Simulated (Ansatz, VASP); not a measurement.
SnO: VASP beside Ansatz

```
Sn O
1.0
     0.00000    2.57280    2.57280
     2.57280    0.00000    2.57280
     2.57280    2.57280    0.00000
Sn O
1 1
Direct
  0.00000 0.00000 0.00000
  0.25000 0.25000 0.25000
```

Change from the starting cell: hydrostatic strain -5.0%.

Alike in both runs: task single point; functional r2SCAN; k mesh 8 × 8 × 8; occupations fermi-dirac, width 0.02 eV; no spin polarisation.

```csv
,VASP,Ansatz
version,VASP 6.6.1,Ansatz 0.2.0
potentials or method,"VASP PAW PBE potentials, release 64 (Sn_d, O)","plane waves, PAW"
plane-wave cutoff (eV),520,500
valence electrons in the cell,20,20
```

Ansatz gave:

```
pressure (GPa) : 12.8
```

Q: What did VASP give for the same quantities?

A: Pressure (GPa): 13.4.

VASP's potentials were made for PBE, not for r2SCAN.
